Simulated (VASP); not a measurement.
Wanted: the native input for a VASP 6.6.1 run.

| Quantity | Value |
| --- | --- |
| Task | single point |
| Functional | PBE |
| Potentials or basis | VASP PAW PBE potentials, release 64 (C) |
| Cutoff | 520 eV |
| k mesh | 8 × 8 × 10 |
| Occupations | gaussian, width 0.02 eV |
| Spin | no spin polarisation |
| Dipole correction | no |
| Further INCAR settings | ALGO = Normal; EDIFF = 1e-07; NBANDS = 21 |

The structure of C lies in POSCAR:

```
C
1.0
    1.8899577266     -3.8947360401      0.0000000000
    1.8899577266      3.8947360401      0.0000000000
    0.0000000000      0.0000000000      2.5135481806
C
6
Direct
    0.0093738228      0.3996270384      0.7500000000
    0.3996270384      0.0093738228      0.2500000000
    0.6003729616      0.9906261772      0.7500000000
    0.9906261772      0.6003729616      0.2500000000
    0.4444664100      0.5555335900      0.7500000000
    0.5555335900      0.4444664100      0.2500000000
```

These files were run (other wordings do the same):

INCAR

```
  PREC = Accurate
  ENCUT = 520
  EDIFF = 1E-7
  ISMEAR = 0
  SIGMA = 0.02
  LREAL = False
  LASPH = True
  NELM = 100
  ALGO = Normal
  ISIF = 2
  LWAVE = False
  LCHARG = True
  GGA = PE
  LELF = True
  LVHAR = True
  NBANDS = 21
```

KPOINTS

```
Automatic mesh
0
Gamma
  8 8 10
```

Potentials or basis: VASP PAW PBE potentials, release 64 (C).

Run with:

```sh
$ cat potpaw_PBE.64/C/POTCAR > POTCAR
$ mpirun -np 1 vasp_std > vasp.out
```

Results of the run:

```yaml
Pressure: 0.7 GPa
Largest_force: 0.019 eV/Å
Band_gap_on_the_k_mesh: 3.39 eV, indirect (least direct gap 3.65 eV)
```

It took 68 s on 1 thread of Intel(R) Xeon(R) Platinum 8259CL CPU @ 2.50GHz (Skylake/Cascade Lake), with other jobs on the host, peak memory 0.19 GiB.
